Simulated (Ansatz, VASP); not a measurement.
**GaN in VASP and in Ansatz**

```xyz
2
Lattice="0.0000 2.2732 2.2732 2.2732 0.0000 2.2732 2.2732 2.2732 0.0000" Properties=species:S:1:pos:R:3 pbc="T T T"
Ga    0.0000    0.0000    0.0000
N     1.1366    1.1366    1.1366
```

Alike in both runs: functional PBE; k mesh 6 × 6 × 6; occupations gaussian, width 0.1 eV; no spin polarisation.

Ansatz relaxed the structure, and its values are those at the end. VASP's run is a single point on that final structure, the one shown.

|  | VASP | Ansatz |
| --- | --- | --- |
| version | VASP 6.6.1 | Ansatz 0.2.0 |
| potentials or method | VASP PAW PBE potentials, release 64 (Ga_d, N), cutoff 520 eV | scalar-relativistic, plane waves, PAW |
| valence electrons in the cell | 18 | 18 |

|  | VASP | Ansatz | Ansatz less VASP |
| --- | --- | --- | --- |
| gap on the k mesh at the Fermi level (eV) | 1.55 | 1.55 | -0.006 |
| least direct gap on the mesh (eV) | 1.55 | 1.55 | -0.006 |
| pressure (GPa) | 0.3 | 0.2 | -0.09 |
